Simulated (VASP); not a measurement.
A run of VASP 6.6.1 is set up as follows.

File INCAR:

```
PREC     = Accurate       # precision mode
ENCUT    = 520            # plane-wave cutoff, eV
EDIFF    = 1E-6           # SCF threshold, eV
ISMEAR   = 0              # smearing method
SIGMA    = 0.1            # smearing width, eV
LREAL    = F              # projectors in reciprocal space
LASPH    = T              # aspherical terms in the spheres
NELM     = 80             # most SCF steps
ALGO     = Normal         # electronic algorithm
ISIF     = 2              # what is computed and relaxed
LWAVE    = F              # write WAVECAR
LCHARG   = T              # write CHGCAR
GGA      = PE             # functional
LELF     = T              # ELF
LVHAR    = T            
NBANDS   = 30             # bands
```

Contents of KPOINTS:

```
regular mesh
0
Gamma
  6 6 4
```

File POSCAR:

```
B
1.0
    4.4846598473      0.0000000000      0.0000000000
   -2.2423299237      3.8838293551      0.0000000000
    0.0000000000      0.0000000000      5.4846267117
B
12
Direct
    0.3507325677      0.3558970469      0.6784713301
    0.6441029531     -0.0051644793      0.3451379968
    1.0051644793      0.6492674323      1.0118046634
    0.6492674323      0.6441029531      0.1784713301
    0.3558970469      1.0051644793      0.8451379968
   -0.0051644793      0.3507325677      0.5118046634
   -0.0051644793      0.6441029531      0.3215286699
    0.3558970469      0.3507325677     -0.0118046634
    0.6492674323      1.0051644793      0.6548620032
    1.0051644793      0.3558970469      0.8215286699
    0.6441029531      0.6492674323      0.4881953366
    0.3507325677     -0.0051644793      0.1548620032
```

Potentials or basis: VASP PAW PBE potentials, release 64 (B).

Run with:

```console
$ cat potpaw_PBE.64/B/POTCAR > POTCAR
$ mpirun -np 1 vasp_std > vasp.out
```

(1) What does it give for the band gap on the k mesh?

(2) What does it give for the largest force?

(3) What does it give for the pressure?

## Answers

(1) zero (bands 18 and 19 overlap by 2.08 eV).

(2) 0.003 eV/Å.

(3) 0.1 GPa.
